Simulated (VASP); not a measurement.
CaPd, 2 atoms in the cell. The structure is tetragonal, space group P4/mmm (No. 123). Conventional cell: a = 3.330 Å, b = 3.330 Å, c = 3.506 Å, α = 90.00°, β = 90.00°, γ = 90.00°. Within 3.9 Å of Ca (site symmetry 4/mmm) lie 8 Pd at 2.94 Å and 6 Ca at 3.33 to 3.51 Å. Within 3.9 Å of Pd (site symmetry 4/mmm) lie 8 Ca at 2.94 Å and 6 Pd at 3.33 to 3.51 Å.  This cell differs from its parent crystal: strain -0.050 along x and y, +0.000 along z.

```yaml
Program: VASP 6.6.1
Task: single point
Functional: r2SCAN
Potentials_or_basis: VASP PAW PBE potentials, release 64 (Ca_sv, Pd)
Cutoff: 520 eV
k_mesh: 14 × 14 × 14
Occupations: gaussian, width 0.15 eV
Spin: no spin polarisation
Dipole_correction: no
Further_INCAR_settings: ALGO = Normal; EDIFF = 1e-06; NBANDS = 17
```

Potentials or basis: VASP PAW PBE potentials, release 64 (Ca_sv, Pd).

The run is started by

```bash
$ cat potpaw_PBE.64/Ca_sv/POTCAR potpaw_PBE.64/Pd/POTCAR > POTCAR
$ cp INCAR.step1 INCAR
$ mpirun -np 1 vasp_std > vasp.out
$ cp INCAR.step2 INCAR
$ mpirun -np 1 vasp_std > vasp.out
```

Hardware: 1 thread of Intel(R) Xeon(R) 6975P-C (Granite Rapids), with other jobs on the host.

Task: How long does it take, and how much memory?

Result: Wall time 4.6 min on 1 thread of Intel(R) Xeon(R) 6975P-C (Granite Rapids) (shared host), peak memory 0.32 GiB. Counts: k points 288.
